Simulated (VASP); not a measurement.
# ZrC (F-43m) in VASP: single point with PBE

Aim: the single point of ZrC with PBE.

All numbers are computed with VASP 6.6.1; they aren't measurements. Logs are shortened: lines on timing, memory, paths and dates and some standing lists are left out, and cuts for length are marked.

## 1. The cell of the first run

Symmetry: F-43m, No. 216, cubic system. Conventional cell: a = 5.091 Å, b = 5.091 Å, c = 5.091 Å, α = 90.00°, β = 90.00°, γ = 90.00°. Zr (site symmetry -43m) has 4 C at 2.20 Å within 2.9 Å. C (site symmetry -43m) has 4 Zr at 2.20 Å within 2.9 Å.

## 2. Single point, PBE

Input file POSCAR:

```
ZrC
1.0
    0.0000000000      2.5455212131      2.5455212131
    2.5455212131      0.0000000000      2.5455212131
    2.5455212131      2.5455212131      0.0000000000
Zr C
1 1
Direct
    0.5000000000      0.5000000000      0.5000000000
    0.2500000000      0.2500000000      0.2500000000
```

Input file INCAR.step1:

```
PREC = Accurate
ENCUT = 520
EDIFF = 1E-6
ISMEAR = 0
SIGMA = 0.02
LREAL = F
LASPH = T
NELM = 100
ALGO = Normal
ISIF = 2
LWAVE = F
LCHARG = T
LMAXMIX = 4
GGA = PE
NBANDS = 15
```

Input file KPOINTS.step1:

```
Automatic mesh
0
Gamma
  12 12 12
```

Input file INCAR.step2:

```
PREC = Accurate
ENCUT = 520
EDIFF = 1E-6
ISMEAR = -5
SIGMA = 0.02
LREAL = F
LASPH = T
NELM = 100
ALGO = Normal
ISIF = 2
LWAVE = F
LCHARG = F
LMAXMIX = 4
GGA = PE
LORBIT = 11
NEDOS = 2001
ICHARG = 11
```

Input file KPOINTS.step2:

```
Automatic mesh
0
Gamma
  18 18 18
```

Potentials or basis: VASP PAW PBE potentials, release 64 (Zr_sv, C).

Run with:

```sh
cat potpaw_PBE.64/Zr_sv/POTCAR potpaw_PBE.64/C/POTCAR > POTCAR
cp INCAR.step1 INCAR
cp KPOINTS.step1 KPOINTS
mpirun -np 1 vasp_std > vasp.out
cp INCAR.step2 INCAR
cp KPOINTS.step2 KPOINTS
mpirun -np 1 vasp_std > vasp.out
```

OUTCAR:

```text
PREC = Accurate
   ENCUT = 520
   EDIFF = 1E-6
   ISMEAR = -5
   LREAL = F
   LASPH = T
   NELM = 100
   ISIF = 2
   GGA = PE
   LORBIT = 11
   ICHARG = 11

 ion  position               nearest neighbor table
   1  0.500  0.500  0.500-   2 2.20   2 2.20   2 2.20   2 2.20
   2  0.250  0.250  0.250-   1 2.20   1 2.20   1 2.20   1 2.20

  LATTYP: Found a face centered cubic cell.
 ALAT       =     5.0910424262

  Lattice vectors:

 A1 = (   0.0000000000,   2.5455212131,   2.5455212131)
 A2 = (   2.5455212131,   0.0000000000,   2.5455212131)
 A3 = (   2.5455212131,   2.5455212131,   0.0000000000)

Analysis of symmetry for initial positions (statically):
=====================================================================
 Subroutine PRICEL returns:
 Original cell was already a primitive cell.

 Routine SETGRP: Setting up the symmetry group for a
 face centered cubic supercell.

 Subroutine GETGRP returns: Found 24 space group operations
 (whereof 24 operations were pure point group operations)
 out of a pool of 48 trial point group operations.

The static configuration has the point symmetry T_d .

Analysis of symmetry for dynamics (positions and initial velocities):
=====================================================================
 Subroutine PRICEL returns:
 Original cell was already a primitive cell.

 Routine SETGRP: Setting up the symmetry group for a
 face centered cubic supercell.

 Subroutine GETGRP returns: Found 24 space group operations
 (whereof 24 operations were pure point group operations)
 out of a pool of 48 trial point group operations.

The dynamic configuration has the point symmetry T_d .

 Subroutine INISYM returns: Found 24 space group operations
 (whereof 24 operations are pure point group operations),
 and found     1 'primitive' translations

----------------------------------------------------------------------------------------

                                     Primitive cell

  volume of cell :      32.9883

  direct lattice vectors                    reciprocal lattice vectors
     0.000000000  2.545521213  2.545521213    -0.196423427  0.196423427  0.196423427
     2.545521213  0.000000000  2.545521213     0.196423427 -0.196423427  0.196423427
     2.545521213  2.545521213  0.000000000     0.196423427  0.196423427 -0.196423427

  length of vectors
     3.599910623  3.599910623  3.599910623     0.340215355  0.340215355  0.340215355

  position of ions in fractional coordinates (direct lattice)
     0.500000000  0.500000000  0.500000000
     0.250000000  0.250000000  0.250000000

  ion indices of the primitive-cell ions
   primitive index   ion index
                 1           1
                 2           2

----------------------------------------------------------------------------------------

 KPOINTS: Automatic mesh

Automatic generation of k-mesh.
 Grid dimensions read from file:
 generate k-points for:   18   18   18

 Generating k-lattice:

  Cartesian coordinates                     Fractional coordinates (reciprocal lattice)
    -0.010912413  0.010912413  0.010912413     0.055555556  0.000000000  0.000000000
     0.010912413 -0.010912413  0.010912413     0.000000000  0.055555556  0.000000000
     0.010912413  0.010912413 -0.010912413     0.000000000  0.000000000  0.055555556

  Length of vectors
     0.018900853  0.018900853  0.018900853

  Shift w.r.t. Gamma in fractional coordinates (k-lattice)
     0.000000000  0.000000000  0.000000000

 TETIRR: Found    806 inequivalent tetrahedra from    34992

 Subroutine IBZKPT returns following result:
 ===========================================

 Found    195 irreducible k-points:

 Following reciprocal coordinates:
            Coordinates               Weight
  0.000000  0.000000  0.000000      1.000000
  0.055556  0.000000  0.000000      8.000000
  0.111111  0.000000  0.000000      8.000000
  0.166667  0.000000  0.000000      8.000000
  0.222222  0.000000  0.000000      8.000000
  0.277778  0.000000  0.000000      8.000000
[... 16 lines left out ...]
 -0.277778  0.055556  0.000000     24.000000
 -0.222222  0.055556  0.000000     24.000000
 [... further k-points ...]
   k-points           NKPTS =    195   k-points in BZ     NKDIM =    195   number of bands    NBANDS=     12
   number of dos      NEDOS =   2001   number of ions     NIONS =      2
   total plane-waves  NPLWV =  21952
   dimension x,y,z NGX =    28 NGY =   28 NGZ =   28
   dimension x,y,z NGXF=    56 NGYF=   56 NGZF=   56
   ions per type =               1   1
   NGX,Y,Z   is equivalent  to a cutoff of  12.93, 12.93, 12.93 a.u.
   NGXF,Y,Z  is equivalent  to a cutoff of  25.86, 25.86, 25.86 a.u.
 SYSTEM =  unknown system
   PREC   = accura    normal or accurate (medium, high low for compatibility)
   ISTART =      0    job   : 0-new  1-cont  2-samecut
   ICHARG =     11    charge: 1-file 2-atom 10-const
   ISPIN  =      1    spin polarized calculation?
   LNONCOLLINEAR =      F non collinear calculations
   LSORBIT =      F    spin-orbit coupling
   LASPH  =      T    aspherical Exc in radial PAW
   ENCUT  =  520.0 eV  38.22 Ry    6.18 a.u.   6.69  6.69  6.69*2*pi/ulx,y,z
   NELM   =    100;   NELMIN=  2; NELMDL=  0     # of ELM steps
   EDIFF  = 0.1E-05   stopping-criterion for ELM
   LREAL  =      F    real-space projection
   EDIFFG = 0.1E-04   stopping-criterion for IOM
   NSW    =      0    number of steps for IOM
   IBRION =     -1    ionic relax: 0-MD 1-quasi-New 2-CG
   NFREE  =      0    steps in history (QN), initial steepest desc. (CG)
   ISIF   =      2    stress and relaxation
   ISYM   =      2    0-nonsym 1-usesym 2-fastsym
   POTIM  = 0.5000    time-step for ionic-motion
   TEBEG  =    0.0;   TEEND  =   0.0 temperature during run
   PSTRESS=    0.0 pullay stress
   NELECT =      16.0000    total number of electrons
   NUPDOWN=      -1.0000    fix difference up-down
   EMIN   =  10.00;   EMAX   =-10.00  energy-range for DOS
   EFERMI =   0.00;   METHOD = LEGACY
   ISMEAR =    -5;   SIGMA  =   0.02  broadening in eV -4-tet -1-fermi 0-gaus
   EFERMI_NEDOS =   21; number of points for ismear=-14 and -15
   IALGO  =     38    algorithm
   IMIX   =      4    mixing-type and parameters
     AMIX     =   0.40;   BMIX     =  1.00
     AMIX_MAG =   1.60;   BMIX_MAG =  1.00
  volume/ion in A,a.u.               =      16.49       111.31
  Fermi-wavevector in a.u.,A,eV,Ry     =   1.286258  2.430675 22.510292  1.654460
  Thomas-Fermi vector in A             =   2.418343
   LORBIT       =     11    0 simple, 1 ext, 2 COOP (PROOUT), +10 PAW based schemes
   GGA     = PE    functional components
   LHFCALC =     F    Hartree Fock is set to
   AEXX    =    0.0000 exact exchange contribution
   IVDW    =     0    specifies the selected vdW correction
   LEPSILON=     F    determine dielectric tensor
   LRPA    =     F    only Hartree local field effects (RPA)
 non-spin polarized calculation
 Fermi weights with tetrahedron method with Bloechl corrections
  energy-cutoff  :      520.00
  volume of cell :       32.99
 maximum number of plane-waves:       911

 number of electron      16.0000001 magnetization

 Free energy of the ion-electron system (eV)
  ---------------------------------------------------
  ext. energy  EPLUGINS =         0.00000000
  ---------------------------------------------------
  free energy    TOTEN  =       -18.23067636 eV

  energy without entropy =      -18.23067636  energy(sigma->0) =      -18.23067636

 E-fermi :   6.5833     XC(G=0): -10.6737

 val. band max:        6.5595166960   @ k =   0.5000   0.5000   0.0000
 cond. band min:       7.0437931776   @ k =  -0.3333   0.4444   0.1111
 fundamental gap:      0.4842764815
 Fermi energy:         6.5833479414

 k-point     1 :       0.0000    0.0000    0.0000
  band No.  band energies     occupation
      1     -41.4274      2.00000
      2     -19.3362      2.00000
      3     -19.3362      2.00000
      4     -19.3362      2.00000
      5      -3.2914      2.00000
      6       4.2771      2.00000
      7       4.2771      2.00000
      8       4.2771      2.00000
      9       9.6138      0.00000
     10       9.6138      0.00000
     11       9.9033      0.00000
     12      14.9417      0.00000

 k-point     2 :       0.0556    0.0000    0.0000
  band No.  band energies     occupation
      1     -41.4262      2.00000
      2     -19.3496      2.00000
      3     -19.3380      2.00000
      4     -19.3380      2.00000
      5      -3.2491      2.00000
      6       4.2211      2.00000
      7       4.3028      2.00000
      8       4.3028      2.00000
      9       9.5760      0.00000
     10       9.5760      0.00000
     11      10.0460      0.00000
     12      14.9007      0.00000

 k-point     3 :       0.1111    0.0000    0.0000
  band No.  band energies     occupation
      1     -41.4229      2.00000
      2     -19.3880      2.00000
      3     -19.3432      2.00000
      4     -19.3432      2.00000
      5      -3.1281      2.00000
      6       4.0826      2.00000
      7       4.3750      2.00000
      8       4.3750      2.00000
      9       9.4849      0.00000
     10       9.4849      0.00000
     11      10.4305      0.00000
     12      14.6385      0.00000
[... 286 lines left out ...]
 k-point    23 :      -0.2778    0.0556    0.0000
  band No.  band energies     occupation
      1     -41.4021      2.00000
      2     -19.6140      2.00000
      3     -19.3887      2.00000
      4     -19.3710      2.00000
      5      -2.4133      2.00000
      6       3.7996      2.00000
      7       4.7493      2.00000
      8       4.7562      2.00000
      9       9.2090      0.00000
     10       9.7169      0.00000
     11      11.3993      0.00000
     12      14.1433      0.00000

 k-point    24 :      -0.2222    0.0556    0.0000
  band No.  band energies     occupation
      1     -41.4087      2.00000
      2     -19.5431      2.00000
      3     -19.3780      2.00000
      4     -19.3605      2.00000
      5      -2.6251      2.00000
      6       3.7762      2.00000
      7       4.6424      2.00000
      8       4.6729      2.00000
      9       9.1225      0.00000
     10       9.5839      0.00000
     11      11.4906      0.00000
     12      14.2070      0.00000

 [... further k-points ...]

------------------------ aborting loop because EDIFF is reached ----------------------------------------

  FORCE on cell =-STRESS in cart. coord.  units (eV):
  Direction    XX          YY          ZZ          XY          YZ          ZX
  --------------------------------------------------------------------------------------
  -------------------------------------------------------------------------------------
  Total        0.0191217      0.0191217      0.0191217      0.0000000     -0.0000000      0.0000000
  in kB        0.9287047      0.9287047      0.9287047      0.0000000     -0.0000000      0.0000000
  external PRESSURE =       0.9287047 kB  Pullay stress =       0.0000000 kB

 VOLUME and BASIS-vectors are now :
 -----------------------------------------------------------------------------
  energy-cutoff  :      520.00
  volume of cell :       32.99
      direct lattice vectors                 reciprocal lattice vectors
     0.000000000  2.545521213  2.545521213    -0.196423427  0.196423427  0.196423427
     2.545521213  0.000000000  2.545521213     0.196423427 -0.196423427  0.196423427
     2.545521213  2.545521213  0.000000000     0.196423427  0.196423427 -0.196423427

 POSITION                                       TOTAL-FORCE (eV/Angst)
 -----------------------------------------------------------------------------------
      2.54552      2.54552      2.54552         0.000000      0.000000      0.000000
      1.27276      1.27276      1.27276        -0.000000     -0.000000     -0.000000
 -----------------------------------------------------------------------------------
    total drift:                               -0.000000     -0.000000     -0.000000

  FREE ENERGIE OF THE ION-ELECTRON SYSTEM (eV)
  ---------------------------------------------------
  free  energy   TOTEN  =       -18.2306763619 eV

  energy  without entropy=      -18.2306763619  energy(sigma->0) =      -18.23067636

 total charge

# of ion       s       p       d       tot
------------------------------------------
    1        2.205   6.008   1.652   9.865
    2        0.896   1.515   0.000   2.412
--------------------------------------------------
tot          3.101   7.524   1.652  12.277
```

Run time: 44 s. Hardware: 1 thread of AMD EPYC 9R45 (Zen 5), shared host; peak memory 0.18 GiB.

Results:

```yaml
Valence_electrons_inside_the_program's_atomic_spheres: Zr 9.87; C 2.41
```

Levels at points of the mesh, in eV from the valence-band top:
| k point | band 5 | band 6 | band 7 | band 8 | band 9 | band 10 | band 11 | band 12 |
| --- | --- | --- | --- | --- | --- | --- | --- | --- |
| (0.00, 0.00, 0.00) | -9.85 | -2.28 | -2.28 | -2.28 | 3.05 | 3.05 | 3.34 | 8.38 |
| (0.50, 0.00, 0.00) | -8.61 | -2.32 | -1.69 | -1.69 | 3.67 | 3.74 | 3.74 | 6.57 |
| (0.50, 0.50, 0.00) | -8.19 | -3.64 | 0.00 | 0.00 | 0.64 | 4.45 | 4.60 | 5.16 |
